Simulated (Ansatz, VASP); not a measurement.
Two plane-wave programs on Pd

Contents of INCAR:

```
SYSTEM = Pd
PREC     = Accurate       ! precision mode
ENCUT    = 600            ! plane-wave cutoff, eV
EDIFF    = 1E-6           ! SCF threshold, eV
ISMEAR   = -1             ! smearing method
SIGMA    = 0.15           ! smearing width, eV
LREAL    = .FALSE.        ! projectors in reciprocal space
LASPH    = .TRUE.         ! aspherical terms in the spheres
NELM     = 60             ! most SCF steps
ALGO     = Normal         ! electronic algorithm
ISIF     = 3              ! what is computed and relaxed
LWAVE    = .FALSE.        ! write WAVECAR
LCHARG   = .FALSE.        ! write CHGCAR
GGA      = PS             ! functional
IBRION   = 2              ! ionic algorithm
NSW      = 80             ! ionic steps
EDIFFG   = -0.001         ! ionic threshold
```

File KPOINTS:

```
regular mesh
0
G
  18 18 18
  0 0 0
```

File POSCAR:

```
Pd
1.0
    0.0000000000      1.9373494069      1.9373494069
    1.9373494069      0.0000000000      1.9373494069
    1.9373494069      1.9373494069      0.0000000000
Pd
1
Direct
    0.0000000000      0.0000000000      0.0000000000
```

Input for Ansatz:

```yaml
crystal:
  lattice:
    - [0.0, 1.9373494069, 1.9373494069]
    - [1.9373494069, 0.0, 1.9373494069]
    - [1.9373494069, 1.9373494069, 0.0]
  atoms:
    - { symbol: Pd, position: [0.0, 0.0, 0.0] }
basis:
  ecutwfc: 420
kpoints:
  mp_grid: { grid: [18, 18, 18] }
hamiltonian:
  xc: pbesol
  pseudopotentials: { kind: paw, azcp: { folder: soft_1 } }
scf:
  occupations: { method: fermi_dirac, width: 0.15 }
output:
  forces: true
  stress: true
  eigenvalues: true
relax:
  adjacent_minimum: "off"
  f_tol: 0.001
  max_steps: 60
  cell: { stress_tol: 0.01 }
```

Alike in both runs: task relaxation of cell and atoms; functional PBEsol; k mesh 18 × 18 × 18; occupations fermi-dirac, width 0.15 eV; no spin polarisation.

|  | VASP | Ansatz |
| --- | --- | --- |
| version | VASP 6.6.1 | Ansatz 0.2.0 |
| potentials or method | VASP PAW PBE potentials, release 64 (Pd), cutoff 600 eV | scalar-relativistic, plane waves, PAW |
| valence electrons in the cell | 10 | 18 |

|  | VASP | Ansatz | Ansatz less VASP |
| --- | --- | --- | --- |
| gap on the k mesh at the Fermi level, each at its own relaxed structure (eV) | none | none | - |
| relaxed volume (Å³/atom) | 14.57 | 14.60 | +0.026 |
| relaxed length of the cell vector where the two differ most in proportion (Å) | 2.742 | 2.743 | +0.0017 |

VASP's potentials were made for PBE, not for PBEsol, and Ansatz warns of the same on its side. A gap of «none» marks a metal or a gap that the smearing closes. VASP's potentials hold 10 valence electrons a cell and Ansatz's 18, so a difference there can come from the potentials and not from the codes.
